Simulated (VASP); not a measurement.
Here is a VASP 6.6.1 calculation.

Contents of INCAR:

```
  ALGO = Normal
  EDIFF = 1E-6
  ENCUT = 520
  GGA = PE
  ISIF = 2
  ISMEAR = -1
  LASPH = True
  LCHARG = False
  LREAL = False
  LWAVE = False
  NBANDS = 33
  NELM = 100
  PREC = Accurate
  SIGMA = 0.02
```

File KPOINTS:

```
k-points
0
Gamma
  6 6 8
```

The input POSCAR:

```
TiO2
1.0
    4.5968534940      0.0000000000      0.0000000000
    0.0000000000      4.5968534940      0.0000000000
    0.0000000000      0.0000000000      2.8648865286
Ti O
2 4
Direct
    0.0000000000      0.0000000000      0.0000000000
    0.5000000000      0.5000000000      0.5000000000
    0.3031853094      0.3031853094      0.0000000000
    0.1968146906      0.8031853094      0.5000000000
    0.8031853094      0.1968146906      0.5000000000
    0.6968146906      0.6968146906      0.0000000000
```

Potentials or basis: VASP PAW PBE potentials, release 64 (Ti_sv, O).

Run with:

```bash
$ cat potpaw_PBE.64/Ti_sv/POTCAR potpaw_PBE.64/O/POTCAR > POTCAR
$ mpirun -np 1 vasp_std > vasp.out
```

(1) Estimate the largest force.

(2) Predict the band gap on the k mesh.

(3) Estimate the pressure.

Answers

(1) 0.100 eV/Å.

(2) 1.92 eV, direct.

(3) 15.0 GPa.

Caveat: the cell differs from its parent crystal (uniaxial z strain -3.0%).
